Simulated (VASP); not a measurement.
# BP (F-43m) in VASP: notebook

The runs below take BP through single point, with PBE.

All numbers are computed with VASP 6.6.1; they aren't measurements. Logs are shortened: lines on timing, memory, paths and dates and some standing lists are left out, and cuts for length are marked.

## (1) The cell of the first run

It takes space group F-43m (No. 216, cubic). Conventional cell: a = 4.548 Å, b = 4.548 Å, c = 4.548 Å, α = 90.00°, β = 90.00°, γ = 90.00°. B (site symmetry -43m) has 4 P at 1.97 Å within 2.6 Å. Within 2.6 Å of P (site symmetry -43m) lie 4 B at 1.97 Å.

## (2) Single point, PBE

The input, INCAR:

```
SYSTEM = BP
PREC = Accurate
ENCUT = 520
EDIFF = 1E-6
ISMEAR = 0
SIGMA = 0.02
LREAL = .False.
LASPH = .True.
NELM = 60
ALGO = Normal
ISIF = 2
LWAVE = .False.
LCHARG = .True.
GGA = PE
LELF = .True.
LVHAR = .True.
NBANDS = 11
```

The input, KPOINTS:

```
Automatic mesh
0
Gamma
  10 10 10
  0 0 0
```

The input, POSCAR:

```
BP
1.0
    0.0000000000      2.2741675664      2.2741675664
    2.2741675664      0.0000000000      2.2741675664
    2.2741675664      2.2741675664      0.0000000000
B P
1 1
Direct
    0.5000000000      0.5000000000      0.5000000000
    0.7500000000      0.7500000000      0.7500000000
```

Potentials or basis: VASP PAW PBE potentials, release 64 (B, P).

On the command line:

```sh
cat potpaw_PBE.64/B/POTCAR potpaw_PBE.64/P/POTCAR > POTCAR
mpirun -np 1 vasp_std > vasp.out
```

OUTCAR:

```text
SYSTEM = BP
   PREC = Accurate
   ENCUT = 520
   EDIFF = 1E-6
   ISMEAR = 0
   LREAL = .False.
   LASPH = .True.
   NELM = 60
   ISIF = 2
   GGA = PE

 ion  position               nearest neighbor table
   1  0.500  0.500  0.500-   2 1.97   2 1.97   2 1.97   2 1.97
   2  0.750  0.750  0.750-   1 1.97   1 1.97   1 1.97   1 1.97

  LATTYP: Found a face centered cubic cell.
 ALAT       =     4.5483351328

  Lattice vectors:

 A1 = (   0.0000000000,   2.2741675664,   2.2741675664)
 A2 = (   2.2741675664,   0.0000000000,   2.2741675664)
 A3 = (   2.2741675664,   2.2741675664,   0.0000000000)

Analysis of symmetry for initial positions (statically):
=====================================================================
 Subroutine PRICEL returns:
 Original cell was already a primitive cell.

 Routine SETGRP: Setting up the symmetry group for a
 face centered cubic supercell.

 Subroutine GETGRP returns: Found 24 space group operations
 (whereof 24 operations were pure point group operations)
 out of a pool of 48 trial point group operations.

The static configuration has the point symmetry T_d .

Analysis of symmetry for dynamics (positions and initial velocities):
=====================================================================
 Subroutine PRICEL returns:
 Original cell was already a primitive cell.

 Routine SETGRP: Setting up the symmetry group for a
 face centered cubic supercell.

 Subroutine GETGRP returns: Found 24 space group operations
 (whereof 24 operations were pure point group operations)
 out of a pool of 48 trial point group operations.

The dynamic configuration has the point symmetry T_d .

 Subroutine INISYM returns: Found 24 space group operations
 (whereof 24 operations are pure point group operations),
 and found     1 'primitive' translations

----------------------------------------------------------------------------------------

                                     Primitive cell

  volume of cell :      23.5233

  direct lattice vectors                    reciprocal lattice vectors
     0.000000000  2.274167566  2.274167566    -0.219860668  0.219860668  0.219860668
     2.274167566  0.000000000  2.274167566     0.219860668 -0.219860668  0.219860668
     2.274167566  2.274167566  0.000000000     0.219860668  0.219860668 -0.219860668

  length of vectors
     3.216158616  3.216158616  3.216158616     0.380809847  0.380809847  0.380809847

  position of ions in fractional coordinates (direct lattice)
     0.500000000  0.500000000  0.500000000
     0.750000000  0.750000000  0.750000000

  ion indices of the primitive-cell ions
[... 79 lines left out ...]
   IBRION =     -1    ionic relax: 0-MD 1-quasi-New 2-CG
   NFREE  =      0    steps in history (QN), initial steepest desc. (CG)
   ISIF   =      2    stress and relaxation
   ISYM   =      2    0-nonsym 1-usesym 2-fastsym
   POTIM  = 0.5000    time-step for ionic-motion
   TEBEG  =    0.0;   TEEND  =   0.0 temperature during run
   PSTRESS=    0.0 pullay stress
   NELECT =       8.0000    total number of electrons
   NUPDOWN=      -1.0000    fix difference up-down
   EMIN   =  10.00;   EMAX   =-10.00  energy-range for DOS
   EFERMI =   0.00;   METHOD = LEGACY
   ISMEAR =     0;   SIGMA  =   0.02  broadening in eV -4-tet -1-fermi 0-gaus
   EFERMI_NEDOS =   21; number of points for ismear=-14 and -15
   IALGO  =     38    algorithm
   IMIX   =      4    mixing-type and parameters
     AMIX     =   0.40;   BMIX     =  1.00
     AMIX_MAG =   1.60;   BMIX_MAG =  1.00
  volume/ion in A,a.u.               =      11.76        79.37
  Fermi-wavevector in a.u.,A,eV,Ry     =   1.142718  2.159424 17.766545  1.305804
  Thomas-Fermi vector in A             =   2.279415
   LORBIT       =      0    0 simple, 1 ext, 2 COOP (PROOUT), +10 PAW based schemes
   GGA     = PE    functional components
   LHFCALC =     F    Hartree Fock is set to
   AEXX    =    0.0000 exact exchange contribution
   IVDW    =     0    specifies the selected vdW correction
   LEPSILON=     F    determine dielectric tensor
   LRPA    =     F    only Hartree local field effects (RPA)
 non-spin polarized calculation
 Gauss-broadening in eV      SIGMA  =   0.02
  energy-cutoff  :      520.00
  volume of cell :       23.52
 maximum number of plane-waves:       644
   NGX = 11   NGY = 11   NGZ = 11

 number of electron       8.0000000 magnetization

 Free energy of the ion-electron system (eV)
  ---------------------------------------------------
  ext. energy  EPLUGINS =         0.00000000
  ---------------------------------------------------
  free energy    TOTEN  =       -12.93089709 eV

  energy without entropy =      -12.93089709  energy(sigma->0) =      -12.93089709

 E-fermi :   7.4756     XC(G=0): -10.8779

 val. band max:        7.3522391480   @ k =   0.0000   0.0000   0.0000
 cond. band min:       8.6008135739   @ k =   0.4000   0.4000   0.0000
 fundamental gap:      1.2485744259
 Fermi energy:         7.4756275339

 k-point     1 :       0.0000    0.0000    0.0000
  band No.  band energies     occupation
      1      -8.0474      2.00000
      2       7.3522      2.00000
      3       7.3522      2.00000
      4       7.3522      2.00000
      5      10.7430      0.00000
      6      10.7430      0.00000
      7      10.7430      0.00000
      8      14.6228      0.00000
      9      18.8193      0.00000
     10      19.4616      0.00000
     11      19.4616      0.00000
[... 309 lines left out ...]
 k-point    24 :       0.4000    0.3000    0.0000
  band No.  band energies     occupation
      1      -5.1258      2.00000
      2       1.2069      2.00000
      3       3.3293      2.00000
      4       3.8584      2.00000
      5       9.1691      0.00000
      6      10.9773      0.00000
      7      16.7815      0.00000
      8      16.7968      0.00000
      9      21.2733      0.00000
     10      22.5755      0.00000
     11      24.3134      0.00000

 [... further k-points ...]
[... 5 lines left out ...]
  --------------------------------------------------------------------------------------
  -------------------------------------------------------------------------------------
  Total       -0.0319286     -0.0319286     -0.0319286      0.0000000      0.0000000     -0.0000000
  in kB       -2.1746713     -2.1746713     -2.1746713      0.0000000      0.0000000     -0.0000000
  external PRESSURE =      -2.1746713 kB  Pullay stress =       0.0000000 kB

 VOLUME and BASIS-vectors are now :
 -----------------------------------------------------------------------------
  energy-cutoff  :      520.00
  volume of cell :       23.52
      direct lattice vectors                 reciprocal lattice vectors
     0.000000000  2.274167566  2.274167566    -0.219860668  0.219860668  0.219860668
     2.274167566  0.000000000  2.274167566     0.219860668 -0.219860668  0.219860668
     2.274167566  2.274167566  0.000000000     0.219860668  0.219860668 -0.219860668

 POSITION                                       TOTAL-FORCE (eV/Angst)
 -----------------------------------------------------------------------------------
      2.27417      2.27417      2.27417         0.000000      0.000000      0.000000
      3.41125      3.41125      3.41125        -0.000000     -0.000000     -0.000000
 -----------------------------------------------------------------------------------
    total drift:                                0.000000      0.000000      0.000000

  FREE ENERGIE OF THE ION-ELECTRON SYSTEM (eV)
  ---------------------------------------------------
  free  energy   TOTEN  =       -12.9308970930 eV

  energy  without entropy=      -12.9308970930  energy(sigma->0) =      -12.93089709
```

stdout:

```text
POSCAR found type information on POSCAR B P
 POSCAR found :  2 types and       2 ions
 scaLAPACK will be used
 LDA part: xc-table for (Slater+PW92), standard interpolation
 POSCAR, INCAR and KPOINTS ok, starting setup
 FFT: planning ... GRIDC
 FFT: planning ... GRID_SOFT
 FFT: planning ... GRID
 WAVECAR not read
 entering main loop
```

Wall time 13 s (1 thread of Intel Xeon 8259CL, shared host); peak memory 0.14 GiB.

What came out:

```
Free energy            : -12.9309 eV
Pressure               : -0.2 GPa
Band gap on the k mesh : 1.25 eV, indirect (least direct gap 3.39 eV)
```

Levels at points of the mesh, in eV from the valence-band top:
| k point | band 2 | band 3 | band 4 | band 5 | band 6 | band 7 |
| --- | --- | --- | --- | --- | --- | --- |
| (0.00, 0.00, 0.00) | 0.00 | 0.00 | 0.00 | 3.39 | 3.39 | 3.39 |
| (0.50, 0.00, 0.00) | -8.98 | -1.75 | -1.75 | 3.74 | 4.71 | 4.71 |
| (0.50, 0.50, 0.00) | -8.55 | -4.09 | -4.09 | 1.35 | 1.67 | 12.06 |

## (3) Single point, PBE (volume scaled by 0.97)

The input, INCAR:

```
ALGO = Normal
EDIFF = 1E-7
ENCUT = 520
GGA = PE
ISIF = 2
ISMEAR = 0
LASPH = True
LCHARG = False
LREAL = False
LWAVE = False
NBANDS = 11
NELM = 60
PREC = Accurate
SIGMA = 0.02
```

The input, KPOINTS:

```
k-points
0
Gamma
  10 10 10
```

The input, POSCAR:

```
BP
1.0
    0.0000000000      2.2511946062      2.2511946062
    2.2511946062      0.0000000000      2.2511946062
    2.2511946062      2.2511946062      0.0000000000
B P
1 1
Direct
    0.5000000000      0.5000000000      0.5000000000
    0.7500000000      0.7500000000      0.7500000000
```

Potentials or basis: VASP PAW PBE potentials, release 64 (B, P).

On the command line:

```sh
cat potpaw_PBE.64/B/POTCAR potpaw_PBE.64/P/POTCAR > POTCAR
mpirun -np 1 vasp_std > vasp.out
```

It took 14 s on 1 thread of Intel Xeon 8259CL, shared host; peak memory 0.13 GiB.

The run converged. Its results:

* Free energy: -12.9203 eV
* Pressure: 5.0 GPa
* Band gap on the k mesh: 1.21 eV, indirect (least direct gap 3.44 eV)

Levels at points of the mesh, in eV from the valence-band top:
| k point | band 1 | band 2 | band 3 | band 4 | band 5 | band 6 | band 7 | band 8 | band 9 |
| --- | --- | --- | --- | --- | --- | --- | --- | --- | --- |
| (0.00, 0.00, 0.00) | -15.67 | 0.00 | 0.00 | 0.00 | 3.44 | 3.44 | 3.44 | 7.74 | 11.67 |
| (0.50, 0.00, 0.00) | -12.26 | -9.20 | -1.79 | -1.79 | 3.92 | 4.73 | 4.73 | 10.21 | 14.78 |
| (0.50, 0.50, 0.00) | -10.69 | -8.71 | -4.20 | -4.20 | 1.28 | 1.64 | 12.35 | 12.35 | 15.52 |

(Continued in part 2 of 2.)
